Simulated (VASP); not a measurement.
# HfB (Fm-3m) in VASP: a series of runs, part 2 of 2

VASP 6.6.1. The steps go on from the part before.

## (5) Single point, RPBE

This run uses another cell than the first one, of 12.33 Å³/atom, 0.791 times its volume.

Input file INCAR:

```
PREC = Accurate
ENCUT = 520
EDIFF = 1E-7
ISMEAR = -1
SIGMA = 0.05
LREAL = F
LASPH = T
NELM = 100
ALGO = Normal
ISIF = 2
LWAVE = F
LCHARG = T
GGA = RP
LELF = T
LVHAR = T
NBANDS = 14
```

Input file KPOINTS:

```
Automatic mesh
0
Gamma
  10 10 10
```

Input file POSCAR:

```
HfB
1.0
    0.0000000000      2.3100000000      2.3100000000
    2.3100000000      0.0000000000      2.3100000000
    2.3100000000      2.3100000000      0.0000000000
Hf B
1 1
Direct
    0.5000000000      0.5000000000      0.5000000000
    0.0000000000      0.0000000000      0.0000000000
```

Potentials or basis: VASP PAW PBE potentials, release 64 (Hf_pv, B).

Run with:

```console
$ cat potpaw_PBE.64/Hf_pv/POTCAR potpaw_PBE.64/B/POTCAR > POTCAR
$ mpirun -np 1 vasp_std > vasp.out
```

OUTCAR:

```text
PREC = Accurate
   ENCUT = 520
   EDIFF = 1E-7
   ISMEAR = -1
   LREAL = F
   LASPH = T
   NELM = 100
   ISIF = 2
   GGA = RP

 ion  position               nearest neighbor table
   1  0.500  0.500  0.500-   2 2.31   2 2.31   2 2.31   2 2.31   2 2.31   2 2.31
   2  0.000  0.000  0.000-   1 2.31   1 2.31   1 2.31   1 2.31   1 2.31   1 2.31

  LATTYP: Found a face centered cubic cell.
 ALAT       =     4.6200000000

  Lattice vectors:

 A1 = (   0.0000000000,   2.3100000000,   2.3100000000)
[... 583 lines left out ...]
      8       7.3991      0.00000
      9      11.5986      0.00000
     10      13.2544      0.00000
     11      13.5245      0.00000
     12      17.7080      0.00000
     13      18.1678      0.00000
     14      20.5061      0.00000

 [... further k-points ...]
[... 5 lines left out ...]
  --------------------------------------------------------------------------------------
  -------------------------------------------------------------------------------------
  Total        5.2788177      5.2788177      5.2788177      0.0000000      0.0000000     -0.0000000
  in kB      343.0688713    343.0688713    343.0688713      0.0000000      0.0000000     -0.0000000
  external PRESSURE =     343.0688713 kB  Pullay stress =       0.0000000 kB

 VOLUME and BASIS-vectors are now :
 -----------------------------------------------------------------------------
  energy-cutoff  :      520.00
  volume of cell :       24.65
      direct lattice vectors                 reciprocal lattice vectors
     0.000000000  2.310000000  2.310000000    -0.216450216  0.216450216  0.216450216
     2.310000000  0.000000000  2.310000000     0.216450216 -0.216450216  0.216450216
     2.310000000  2.310000000  0.000000000     0.216450216  0.216450216 -0.216450216

 POSITION                                       TOTAL-FORCE (eV/Angst)
 -----------------------------------------------------------------------------------
      2.31000      2.31000      2.31000         0.000000      0.000000     -0.000000
      0.00000      0.00000      0.00000        -0.000000     -0.000000      0.000000
 -----------------------------------------------------------------------------------
    total drift:                               -0.000000     -0.000000      0.000000

  FREE ENERGIE OF THE ION-ELECTRON SYSTEM (eV)
  ---------------------------------------------------
  free  energy   TOTEN  =       -16.3387502583 eV

  energy  without entropy=      -16.3273477207  energy(sigma->0) =      -16.33304899
```

OSZICAR:

```text
N       E                     dE             d eps       ncg     rms          rms(c)
DAV:   1     0.227939285032E+02    0.22794E+02   -0.69949E+03  1316   0.868E+02
DAV:   2    -0.169141462704E+02   -0.39708E+02   -0.37698E+02  1654   0.192E+02
DAV:   3    -0.179127946851E+02   -0.99865E+00   -0.99330E+00  1592   0.209E+01
DAV:   4    -0.179159232138E+02   -0.31285E-02   -0.31284E-02  1562   0.147E+00
DAV:   5    -0.179159395660E+02   -0.16352E-04   -0.16352E-04  1634   0.941E-02    0.664E+01
DAV:   6    -0.163996451690E+02    0.15163E+01   -0.23476E+00  1562   0.965E+00    0.416E+01
DAV:   7    -0.163728711116E+02    0.26774E-01   -0.79157E-01  1688   0.572E+00    0.923E+00
DAV:   8    -0.163384976179E+02    0.34373E-01   -0.10518E-01  1430   0.199E+00    0.114E+00
DAV:   9    -0.163387560784E+02   -0.25846E-03   -0.55654E-03  1742   0.532E-01    0.162E-01
DAV:  10    -0.163387502164E+02    0.58620E-05   -0.12928E-04  1454   0.794E-02    0.395E-02
DAV:  11    -0.163387501936E+02    0.22802E-07   -0.11110E-05  1616   0.239E-02    0.826E-03
DAV:  12    -0.163387502583E+02   -0.64724E-07   -0.33947E-07  1670   0.485E-03
   1 F= -.16338750E+02 E0= -.16333049E+02  d E =-.114025E-01
```

Wall time 27 s (1 thread of Intel Xeon 8259CL, shared host); peak memory 0.15 GiB.

Results:

```yaml
Free_energy: -16.3388 eV
Pressure: 34.3 GPa
```

Levels at points of the mesh, in eV from the Fermi level:
| k point | band 4 | band 5 | band 6 | band 7 | band 8 | band 9 | band 10 | band 11 |
| --- | --- | --- | --- | --- | --- | --- | --- | --- |
| (0.00, 0.00, 0.00) | -9.60 | 2.24 | 2.24 | 2.24 | 3.98 | 3.98 | 3.98 | 4.25 |
| (0.50, 0.00, 0.00) | -5.00 | -4.11 | -1.35 | -1.35 | 6.60 | 6.60 | 7.65 | 8.43 |
| (0.50, 0.50, 0.00) | -6.76 | -1.08 | -0.92 | 2.38 | 2.38 | 6.28 | 7.97 | 7.97 |

Caveat: the PAW data sets were made with another functional, which shifts forces and pressure a little; spin-orbit coupling is left out, which moves the levels of the heavy elements.

## (6) Summary

```tsv
task	level	spin	U	cell	cutoff (eV)	gap on the mesh (eV)	pressure (GPa)
single point	r2SCAN+U	off	Hf d U = 8.0 eV	a = 3.533 Å, angles 60.0°, 2 atoms	520	none	2.8
single point	r2SCAN	non-collinear, zero start, SOC	-	a = 3.267 Å, angles 60.0°, 2 atoms	520	-	29.1
relaxation of cell and atoms	r2SCAN+U	off	Hf d U = 1.0 eV	relaxed from a = 3.267 Å, angles 60.0°, 2 atoms	600	none	0.1
single point	RPBE	off	-	a = 3.267 Å, angles 60.0°, 2 atoms	520	none	34.3
```

Alike in all rows: potentials or basis VASP PAW PBE potentials, release 64 (Hf_pv, B); k mesh 10 × 10 × 10; smearing fermi-dirac 0.05 eV.

Caveats: the PAW data sets were made with another functional, which shifts forces and pressure a little; spin-orbit coupling is left out, which moves the levels of the heavy elements (some runs); U without spin polarisation on a metal has little footing (some runs); the U is typed as a test and isn't derived for this compound (some runs); the volume moved by over 15 % at a fixed basis, so the end points are rough (some runs); the volume moved by +16 % from the deposited cell, more than functionals usually miss (some runs).

Total energies depend on the potentials used, so only differences within one code and one set of settings carry meaning.
